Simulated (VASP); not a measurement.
Set up this calculation in VASP 6.6.1, as the native input.

- Task: single point
- Functional: r2SCAN
- Potentials or basis: VASP PAW PBE potentials, release 64 (Si)
- Cutoff: 520 eV
- k mesh: 6 × 6 × 6
- Occupations: gaussian, width 0.01 eV
- Spin: no spin polarisation
- Dipole correction: no
- Further INCAR settings: ALGO = Normal; EDIFF = 1e-06; NBANDS = 11

Si:

```
Si
1.0
     0.00000    2.74907    2.74907
     2.74907    0.00000    2.74907
     2.74907    2.74907    0.00000
Si
2
Direct
  0.25000 0.25000 0.25000
  0.00000 0.00000 0.00000
```

This cell differs from its parent crystal: volume changed by +3%.

The input as run:

POSCAR

```
Si
1.0
    0.0000000000      2.7490731715      2.7490731715
    2.7490731715      0.0000000000      2.7490731715
    2.7490731715      2.7490731715      0.0000000000
Si
2
Direct
    0.2500000000      0.2500000000      0.2500000000
    0.0000000000      0.0000000000      0.0000000000
```

INCAR.step1

```
SYSTEM = Si
  ALGO = Normal
  EDIFF = 1E-4
  ENCUT = 520
  GGA = PE
  ISMEAR = 0
  LASPH = .TRUE.
  LCHARG = .FALSE.
  LREAL = .FALSE.
  LWAVE = .TRUE.
  NBANDS = 11
  NELM = 100
  PREC = Accurate
  SIGMA = 0.01
```

INCAR.step2

```
SYSTEM = Si
  ALGO = Normal
  EDIFF = 1E-6
  ENCUT = 520
  ISIF = 2
  ISMEAR = 0
  ISTART = 1
  LASPH = .TRUE.
  LCHARG = .FALSE.
  LMIXTAU = .TRUE.
  LREAL = .FALSE.
  LWAVE = .FALSE.
  METAGGA = R2SCAN
  NBANDS = 11
  NELM = 100
  PREC = Accurate
  SIGMA = 0.01
```

KPOINTS

```
k-points
0
G
  6 6 6
  0 0 0
```

Potentials or basis: VASP PAW PBE potentials, release 64 (Si).

Command:

```bash
$ cat potpaw_PBE.64/Si/POTCAR > POTCAR
$ cp INCAR.step1 INCAR
$ mpirun -np 1 vasp_std > vasp.out
$ cp INCAR.step2 INCAR
$ mpirun -np 1 vasp_std > vasp.out
```

Results of the run:

* Pressure: -2.9 GPa
* Band gap on the k mesh: 0.97 eV, indirect (least direct gap 2.74 eV)

Caveat: the PAW data sets were made with another functional, which shifts forces and pressure a little.

Wall time 44 s on 1 thread of Intel(R) Xeon(R) Platinum 8259CL CPU @ 2.50GHz (Skylake/Cascade Lake), with other jobs on the host, peak memory 0.16 GiB.
